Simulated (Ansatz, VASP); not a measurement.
# TaN in VASP and in Ansatz

The input INCAR:

```
SYSTEM = TaN
  PREC = Accurate
  ENCUT = 600
  EDIFF = 1E-7
  ISMEAR = 0
  SIGMA = 0.1
  LREAL = .FALSE.
  LASPH = .TRUE.
  NELM = 60
  ALGO = Normal
  ISIF = 3
  LWAVE = .FALSE.
  LCHARG = .FALSE.
  GGA = PE
  IBRION = 2
  NSW = 100
  EDIFFG = -0.005
```

KPOINTS

```
Automatic mesh
0
G
  18 18 8
  0 0 0
```

File POSCAR:

```
TaN
1.0
    3.1503603538      0.0000000000      0.0000000000
   -1.5751801769      2.7282920975      0.0000000000
    0.0000000000      0.0000000000      6.1046841794
Ta N
2 2
Direct
    0.3333333333      0.6666666667      0.0256944760
    0.6666666667      0.3333333333      0.5256944760
    0.3333333333      0.6666666667      0.3493055240
    0.6666666667      0.3333333333      0.8493055240
```

Input for Ansatz:

```yaml
crystal:
  lattice:
    - [3.1503603414, 0.0, 0.0]
    - [-1.5751801707, 2.7282920867, 0.0]
    - [0.0, 0.0, 6.1046842238]
  atoms:
    - { symbol: Ta, position: [0.3333333333, 0.6666666667, 0.0256944779] }
    - { symbol: Ta, position: [0.6666666667, 0.3333333333, 0.5256944779] }
    - { symbol: "N", position: [0.3333333333, 0.6666666667, 0.3493055221] }
    - { symbol: "N", position: [0.6666666667, 0.3333333333, 0.8493055221] }
basis:
  ecutwfc: 420
kpoints:
  mp_grid: { grid: [18, 18, 8] }
hamiltonian:
  xc: pbe
scf:
  occupations: { method: gaussian, width: 0.1 }
output:
  forces: true
  stress: true
  eigenvalues: true
relax:
  adjacent_minimum: "off"
  f_tol: 0.005
  max_steps: 80
  cell: { stress_tol: 0.05 }
```

Alike in both runs: task relaxation of cell and atoms; functional PBE; k mesh 18 × 18 × 8; occupations gaussian, width 0.1 eV; no spin polarisation.

```csv
,VASP,Ansatz
version,VASP 6.6.1,Ansatz 0.2.0
potentials or method,"VASP PAW PBE potentials, release 64 (Ta_pv, N), cutoff 600 eV","scalar-relativistic, plane waves, PAW"
valence electrons in the cell,32,36
```

VASP gave:

```
gap on the k mesh at the Fermi level, each at its own relaxed structure (eV) : none
relaxed volume (Å³/atom)                                                     : 13.15
relaxed cell length with the largest relative difference (Å)                 : 6.113
```

Question: Which values does Ansatz return?

Answer: gap on the k mesh at the Fermi level, each at its own relaxed structure (eV): none; relaxed volume (Å³/atom): 13.13; relaxed cell length with the largest relative difference (Å): 6.104.

A gap of «none» marks a metal or a gap that the smearing closes. VASP's potentials hold 32 valence electrons a cell and Ansatz's 36, so a difference there can come from the potentials and not from the codes.

Neither program's run includes spin-orbit coupling.
